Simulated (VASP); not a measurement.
# SnO2 in VASP: single point with LDA

Aim: the single point of SnO2 with LDA.

Program: VASP 6.6.1. These are calculated values, not measurements. Logs are shortened: lines on timing, memory, paths and dates and some standing lists are left out, and cuts for length are marked.

### Step 1. The cell of the first run

The typed cell holds 6 atoms: a = 4.962 Å, b = 4.962 Å, c = 3.352 Å, α = 90.00°, β = 90.00°, γ = 90.00°.

### Step 2. Single point, LDA (13.76 Å³/atom)

Input file INCAR:

```
PREC = Accurate
ENCUT = 520
EDIFF = 1E-7
ISMEAR = 0
SIGMA = 0.05
LREAL = F
LASPH = T
NELM = 80
ALGO = Normal
ISIF = 2
LWAVE = F
LCHARG = T
GGA = CA
LELF = T
LVHAR = T
NBANDS = 35
```

Input file KPOINTS:

```
Automatic mesh
0
Gamma
  6 6 10
```

Input file POSCAR:

```
SnO2
1.0
    4.9618408414      0.0000000000      0.0000000000
    0.0000000000      4.9624503805      0.0000000000
    0.0000000000      0.0000000000      3.3522467691
Sn O
2 4
Direct
    0.5000000000      0.5000000000      0.5000000000
    0.0000000000      0.0000000000      0.0000000000
    0.3103626155      0.3103725677      0.0000000000
    0.8103626155      0.1896274323      0.5000000000
    0.1896373845      0.8103725677      0.5000000000
    0.6896373845      0.6896274323      0.0000000000
```

Potentials or basis: VASP PAW LDA potentials, release 64 (Sn_d, O).

Started as:

```bash
$ cat potpaw_LDA.64/Sn_d/POTCAR potpaw_LDA.64/O/POTCAR > POTCAR
$ mpirun -np 1 vasp_std > vasp.out
```

OUTCAR:

```text
PREC = Accurate
   ENCUT = 520
   EDIFF = 1E-7
   ISMEAR = 0
   LREAL = F
   LASPH = T
   NELM = 80
   ISIF = 2
   GGA = CA

 ion  position               nearest neighbor table
   1  0.500  0.500  0.500-   3 2.14   6 2.14   3 2.14   6 2.14   5 2.18   4 2.18
   2  0.000  0.000  0.000-   4 2.14   5 2.14   4 2.14   5 2.14   3 2.18   6 2.18
   3  0.310  0.310  0.000-   1 2.14   1 2.14   2 2.18
   4  0.810  0.190  0.500-   2 2.14   2 2.14   1 2.18
   5  0.190  0.810  0.500-   2 2.14   2 2.14   1 2.18
   6  0.690  0.690  0.000-   1 2.14   1 2.14   2 2.18

  LATTYP: Found a simple orthorhombic cell.
 ALAT       =     3.3522467691
 B/A-ratio  =     1.4801538142
 C/A-ratio  =     1.4803356442

  Lattice vectors:

 A1 = (   0.0000000000,   0.0000000000,   3.3522467691)
 A2 = (   4.9618408414,   0.0000000000,   0.0000000000)
 A3 = (   0.0000000000,   4.9624503805,   0.0000000000)

Analysis of symmetry for initial positions (statically):
=====================================================================
 Subroutine PRICEL returns:
 Original cell was already a primitive cell.

 Routine SETGRP: Setting up the symmetry group for a
 simple orthorhombic supercell.

 Subroutine GETGRP returns: Found  8 space group operations
 (whereof  4 operations were pure point group operations)
 out of a pool of  8 trial point group operations.

The static configuration has the point symmetry C_2h.
 The point group associated with its full space group is D_2h.

Analysis of symmetry for dynamics (positions and initial velocities):
=====================================================================
 Subroutine PRICEL returns:
 Original cell was already a primitive cell.

 Routine SETGRP: Setting up the symmetry group for a
 simple orthorhombic supercell.

 Subroutine GETGRP returns: Found  8 space group operations
 (whereof  4 operations were pure point group operations)
 out of a pool of  8 trial point group operations.

The dynamic configuration has the point symmetry C_2h.
 The point group associated with its full space group is D_2h.

 Subroutine INISYM returns: Found  8 space group operations
 (whereof  4 operations are pure point group operations),
 and found     1 'primitive' translations

----------------------------------------------------------------------------------------

                                     Primitive cell

  volume of cell :      82.5420

  direct lattice vectors                    reciprocal lattice vectors
     4.961840841  0.000000000  0.000000000     0.201538105  0.000000000  0.000000000
     0.000000000  4.962450380  0.000000000     0.000000000  0.201513350  0.000000000
     0.000000000  0.000000000  3.352246769     0.000000000  0.000000000  0.298307395

  length of vectors
     4.961840841  4.962450380  3.352246769     0.201538105  0.201513350  0.298307395

  position of ions in fractional coordinates (direct lattice)
     0.500000000  0.500000000  0.500000000
     0.000000000  0.000000000  0.000000000
     0.310362615  0.310372568  0.000000000
     0.810362615  0.189627432  0.500000000
     0.189637385  0.810372568  0.500000000
     0.689637385  0.689627432  0.000000000

  ion indices of the primitive-cell ions
   primitive index   ion index
                 1           1
                 2           2
                 3           3
                 4           4
                 5           5
                 6           6

----------------------------------------------------------------------------------------

 KPOINTS: Automatic mesh

Automatic generation of k-mesh.
 Grid dimensions read from file:
 generate k-points for:    6    6   10

 Generating k-lattice:

  Cartesian coordinates                     Fractional coordinates (reciprocal lattice)
     0.033589684  0.000000000  0.000000000     0.166666667  0.000000000  0.000000000
     0.000000000  0.033585558  0.000000000     0.000000000  0.166666667  0.000000000
     0.000000000  0.000000000  0.029830739     0.000000000  0.000000000  0.100000000

  Length of vectors
     0.033589684  0.033585558  0.029830739

  Shift w.r.t. Gamma in fractional coordinates (k-lattice)
     0.000000000  0.000000000  0.000000000

 Subroutine IBZKPT returns following result:
 ===========================================

 Found     96 irreducible k-points:

 Following reciprocal coordinates:
            Coordinates               Weight
  0.000000  0.000000  0.000000      1.000000
  0.166667  0.000000  0.000000      2.000000
  0.333333  0.000000  0.000000      2.000000
  0.500000  0.000000  0.000000      1.000000
  0.000000  0.166667  0.000000      2.000000
  0.166667  0.166667  0.000000      4.000000
[... 16 lines left out ...]
  0.333333  0.166667  0.100000      8.000000
  0.500000  0.166667  0.100000      4.000000
 [... further k-points ...]
   k-points           NKPTS =     96   k-points in BZ     NKDIM =     96   number of bands    NBANDS=     35
   number of dos      NEDOS =    301   number of ions     NIONS =      6
   total plane-waves  NPLWV =  44800
   dimension x,y,z NGX =    40 NGY =   40 NGZ =   28
   dimension x,y,z NGXF=    80 NGYF=   80 NGZF=   56
   ions per type =               2   4
   NGX,Y,Z   is equivalent  to a cutoff of  13.40, 13.40, 13.89 a.u.
   NGXF,Y,Z  is equivalent  to a cutoff of  26.80, 26.80, 27.77 a.u.
 SYSTEM =  unknown system
   PREC   = accura    normal or accurate (medium, high low for compatibility)
   ISTART =      0    job   : 0-new  1-cont  2-samecut
   ICHARG =      2    charge: 1-file 2-atom 10-const
   ISPIN  =      1    spin polarized calculation?
   LNONCOLLINEAR =      F non collinear calculations
   LSORBIT =      F    spin-orbit coupling
   LASPH  =      T    aspherical Exc in radial PAW
   ENCUT  =  520.0 eV  38.22 Ry    6.18 a.u.   9.23  9.23  6.23*2*pi/ulx,y,z
   NELM   =     80;   NELMIN=  2; NELMDL= -5     # of ELM steps
   EDIFF  = 0.1E-06   stopping-criterion for ELM
   LREAL  =      F    real-space projection
   EDIFFG = 0.1E-05   stopping-criterion for IOM
   NSW    =      0    number of steps for IOM
   IBRION =     -1    ionic relax: 0-MD 1-quasi-New 2-CG
   NFREE  =      0    steps in history (QN), initial steepest desc. (CG)
   ISIF   =      2    stress and relaxation
   ISYM   =      2    0-nonsym 1-usesym 2-fastsym
   POTIM  = 0.5000    time-step for ionic-motion
   TEBEG  =    0.0;   TEEND  =   0.0 temperature during run
   PSTRESS=    0.0 pullay stress
   NELECT =      52.0000    total number of electrons
   NUPDOWN=      -1.0000    fix difference up-down
   EMIN   =  10.00;   EMAX   =-10.00  energy-range for DOS
   EFERMI =   0.00;   METHOD = LEGACY
   ISMEAR =     0;   SIGMA  =   0.05  broadening in eV -4-tet -1-fermi 0-gaus
   EFERMI_NEDOS =   21; number of points for ismear=-14 and -15
   IALGO  =     38    algorithm
   IMIX   =      4    mixing-type and parameters
     AMIX     =   0.40;   BMIX     =  1.00
     AMIX_MAG =   1.60;   BMIX_MAG =  1.00
  volume/ion in A,a.u.               =      13.76        92.84
  Fermi-wavevector in a.u.,A,eV,Ry     =   1.403409  2.652059 26.797451  1.969557
  Thomas-Fermi vector in A             =   2.526074
   LORBIT       =      0    0 simple, 1 ext, 2 COOP (PROOUT), +10 PAW based schemes
   GGA     = CA    functional components
   LHFCALC =     F    Hartree Fock is set to
   AEXX    =    0.0000 exact exchange contribution
   IVDW    =     0    specifies the selected vdW correction
   LEPSILON=     F    determine dielectric tensor
   LRPA    =     F    only Hartree local field effects (RPA)
 non-spin polarized calculation
 Gauss-broadening in eV      SIGMA  =   0.05
  energy-cutoff  :      520.00
  volume of cell :       82.54
 maximum number of plane-waves:      2265
 NGX is ok and might be reduce to    40
   NGX = 19   NGY = 19   NGZ = 13

 number of electron      51.9999995 magnetization

 Free energy of the ion-electron system (eV)
  ---------------------------------------------------
  ext. energy  EPLUGINS =         0.00000000
  ---------------------------------------------------
  free energy    TOTEN  =       -41.45492422 eV

  energy without entropy =      -41.45477560  energy(sigma->0) =      -41.45484991

 E-fermi :   4.2305     XC(G=0): -11.0635

 val. band max:        4.1886487476   @ k =   0.0000   0.0000   0.1000
 cond. band min:       4.2543156190   @ k =   0.0000   0.0000   0.0000
 fundamental gap:      0.0656668714
 Fermi energy:         4.2305063023

 k-point     1 :       0.0000    0.0000    0.0000
  band No.  band energies     occupation
      1     -16.5676      2.00000
      2     -16.1184      2.00000
      3     -15.9866      2.00000
      4     -15.9697      2.00000
      5     -15.9697      2.00000
      6     -15.9134      2.00000
[... 27 lines left out ...]
     34      14.3789      0.00000
     35      15.5421      0.00000

 k-point     2 :       0.1667    0.0000    0.0000
  band No.  band energies     occupation
      1     -16.5402      2.00000
      2     -16.1452      2.00000
      3     -15.9853      2.00000
      4     -15.9687      2.00000
      5     -15.9687      2.00000
      6     -15.9300      2.00000
[... 27 lines left out ...]
     34      14.7522      0.00000
     35      15.5459      0.00000

 k-point     3 :       0.3333    0.0000    0.0000
  band No.  band energies     occupation
      1     -16.4624      2.00000
      2     -16.2293      2.00000
      3     -15.9812      2.00000
      4     -15.9668      2.00000
      5     -15.9667      2.00000
      6     -15.9568      2.00000
[... 27 lines left out ...]
     34      15.4203      0.00000
     35      15.6145      0.00000

 k-point     4 :       0.5000    0.0000    0.0000
  band No.  band energies     occupation
      1     -16.3489      2.00000
      2     -16.3489      2.00000
      3     -15.9730      2.00000
      4     -15.9730      2.00000
      5     -15.9658      2.00000
      6     -15.9658      2.00000
[... 27 lines left out ...]
     34      15.1121      0.00000
     35      15.6914      0.00000

 k-point     5 :       0.0000    0.1667    0.0000
  band No.  band energies     occupation
      1     -16.5402      2.00000
      2     -16.1452      2.00000
      3     -15.9853      2.00000
      4     -15.9687      2.00000
      5     -15.9687      2.00000
      6     -15.9300      2.00000
[... 638 lines left out ...]
 k-point    22 :       0.1667    0.1667    0.1000
  band No.  band energies     occupation
      1     -16.4879      2.00000
      2     -16.1533      2.00000
      3     -16.0204      2.00000
      4     -16.0188      2.00000
      5     -15.9695      2.00000
      6     -15.9277      2.00000
[... 27 lines left out ...]
     34      15.1727      0.00000
     35      15.5476      0.00000

 k-point    23 :       0.3333    0.1667    0.1000
  band No.  band energies     occupation
      1     -16.4270      2.00000
      2     -16.2345      2.00000
      3     -16.0209      2.00000
      4     -16.0194      2.00000
      5     -15.9626      2.00000
      6     -15.9386      2.00000
[... 27 lines left out ...]
     34      15.5263      0.00000
     35      15.6358      0.00000

 k-point    24 :       0.5000    0.1667    0.1000
  band No.  band energies     occupation
      1     -16.3359      2.00000
      2     -16.3359      2.00000
      3     -16.0206      2.00000
      4     -16.0206      2.00000
      5     -15.9512      2.00000
      6     -15.9512      2.00000
[... 27 lines left out ...]
     34      15.0773      0.00000
     35      15.7261      0.00000

 [... further k-points ...]

------------------------ aborting loop because EDIFF is reached ----------------------------------------

  FORCE on cell =-STRESS in cart. coord.  units (eV):
  Direction    XX          YY          ZZ          XY          YZ          ZX
  --------------------------------------------------------------------------------------
  -------------------------------------------------------------------------------------
  Total       -9.6188293     -9.6238882    -13.1821491      0.0000000      0.0000000      0.0000000
  in kB     -186.7058009   -186.8039959   -255.8714414      0.0000000      0.0000000      0.0000000
  external PRESSURE =    -209.7937461 kB  Pullay stress =       0.0000000 kB

 VOLUME and BASIS-vectors are now :
 -----------------------------------------------------------------------------
  energy-cutoff  :      520.00
  volume of cell :       82.54
      direct lattice vectors                 reciprocal lattice vectors
     4.961840841  0.000000000  0.000000000     0.201538105  0.000000000  0.000000000
     0.000000000  4.962450380  0.000000000     0.000000000  0.201513350  0.000000000
     0.000000000  0.000000000  3.352246769     0.000000000  0.000000000  0.298307395

 POSITION                                       TOTAL-FORCE (eV/Angst)
 -----------------------------------------------------------------------------------
      2.48092      2.48123      1.67612        -0.000000     -0.000000      0.000000
      0.00000      0.00000      0.00000        -0.000000     -0.000000      0.000000
      1.53997      1.54021      0.00000        -0.022887     -0.022894      0.000000
      4.02089      0.94102      1.67612        -0.022887      0.022894      0.000000
      0.94095      4.02143      1.67612         0.022887     -0.022894      0.000000
      3.42187      3.42224      0.00000         0.022887      0.022894      0.000000
 -----------------------------------------------------------------------------------
    total drift:                               -0.000000      0.000000     -0.000000

  FREE ENERGIE OF THE ION-ELECTRON SYSTEM (eV)
  ---------------------------------------------------
  free  energy   TOTEN  =       -41.4549242164 eV

  energy  without entropy=      -41.4547756000  energy(sigma->0) =      -41.45484991
```

It took 3.1 min on 1 thread of AMD EPYC 9R45 (Zen 5), shared host; peak memory 0.29 GiB.

Results:

```yaml
Free_energy: -41.4549 eV
Pressure: -21.0 GPa
Largest_force: 0.032 eV/Å
Band_gap_on_the_k_mesh: 0.07 eV (least direct gap 0.28 eV)
```

Forces in eV/Å, atoms in the order of the input:
```
Sn   0.000  0.000  0.000
Sn   0.000  0.000  0.000
O   -0.023 -0.023  0.000
O   -0.023  0.023  0.000
O    0.023 -0.023  0.000
O    0.023  0.023  0.000
```

Stress tensor (GPa, compression positive):
```
-18.67   0.00   0.00
  0.00 -18.68   0.00
  0.00   0.00 -25.59
```

Caveat: the cell stands under tension; spin-orbit coupling is left out, which moves the levels of the heavy elements. A k mesh can miss the band edges.
